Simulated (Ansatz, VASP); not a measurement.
# One calculation of B, two programs

INCAR

```
SYSTEM = B
PREC     = Accurate       ! precision mode
ENCUT    = 520            ! plane-wave cutoff, eV
EDIFF    = 1E-6           ! SCF threshold, eV
ISMEAR   = 0              ! smearing method
SIGMA    = 0.15           ! smearing width, eV
LREAL    = .False.        ! projectors in reciprocal space
LASPH    = .True.         ! aspherical terms in the spheres
NELM     = 100            ! most SCF steps
ALGO     = Normal         ! electronic algorithm
ISIF     = 2              ! what is computed and relaxed
LWAVE    = .False.        ! write WAVECAR
LCHARG   = .False.        ! write CHGCAR
GGA      = PS             ! functional
NBANDS   = 8              ! bands
```

File KPOINTS:

```
Automatic mesh
0
Gamma
  33 33 14
  0 0 0
```

Contents of POSCAR:

```
B
1.0
    1.7024335758      0.0000000000      0.0000000000
   -0.8512167879      1.4743507249      0.0000000000
    0.0000000000      0.0000000000      3.6990427499
B
1
Direct
    0.0000000000      0.0000000000      0.0000000000
```

Input for Ansatz:

```yaml
crystal:
  lattice:
    - [1.7024335758, 0.0, 0.0]
    - [-0.8512167879, 1.4743507249, 0.0]
    - [0.0, 0.0, 3.6990427499]
  atoms:
    - { symbol: B, position: [0.0, 0.0, 0.0] }
basis:
  ecutwfc: 420
kpoints:
  mp_grid: { grid: [33, 33, 14] }
hamiltonian:
  xc: pbesol
scf:
  occupations: { method: gaussian, width: 0.15 }
output:
  forces: true
  stress: true
  eigenvalues: true
```

Change from the starting cell: strain +0.0175 x Voigt [0, 0, 1, 0, 0, 0], atoms carried along.

Alike in both runs: task single point; functional PBEsol; k mesh 33 × 33 × 14; occupations gaussian, width 0.15 eV; no spin polarisation.

|  | VASP | Ansatz |
| --- | --- | --- |
| version | VASP 6.6.1 | Ansatz 0.2.0 |
| potentials or method | VASP PAW PBE potentials, release 64 (B), cutoff 520 eV | scalar-relativistic, plane waves, PAW |
| valence electrons in the cell | 3 | 3 |

Ansatz gave:

| Quantity | Value |
| --- | --- |
| gap on the k mesh at the Fermi level (eV) | none |
| pressure (GPa) | 1.4 |
| traceless stress, the component that is largest in VASP (GPa) | -2.28 |

Question: Which values does VASP return?

Answer: gap on the k mesh at the Fermi level (eV): none; pressure (GPa): 1.6; traceless stress, the component that is largest in VASP (GPa): -2.56.

VASP's potentials were made for PBE, not for PBEsol. A gap of «none» marks a metal or a gap that the smearing closes.
